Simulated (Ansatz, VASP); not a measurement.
## AlN in VASP and in Ansatz

```
Al N
1.0
     3.11551    0.00000    0.00000
    -1.55775    2.69811    0.00000
     0.00000    0.00000    4.98952
Al N
2 2
Direct
  0.66667 0.33333 0.49909
  0.33333 0.66667 0.99909
  0.66667 0.33333 0.88091
  0.33333 0.66667 0.38091
```

Alike in both runs: task single point; functional PBE; k mesh 12 × 12 × 6; occupations gaussian, width 0.02 eV; no spin polarisation.

```csv
,VASP,Ansatz
version,VASP 6.6.1,Ansatz 0.2.0
potentials or method,"VASP PAW PBE potentials, release 64 (Al, N), cutoff 520 eV","scalar-relativistic, plane waves, PAW"
valence electrons in the cell,16,16
```

|  | VASP | Ansatz | Ansatz less VASP |
| --- | --- | --- | --- |
| gap on the k mesh at the Fermi level (eV) | 4.17 | 4.16 | -0.010 |
| least direct gap on the mesh (eV) | 4.17 | 4.16 | -0.010 |
| pressure (GPa) | 2.7 | 3.0 | +0.25 |
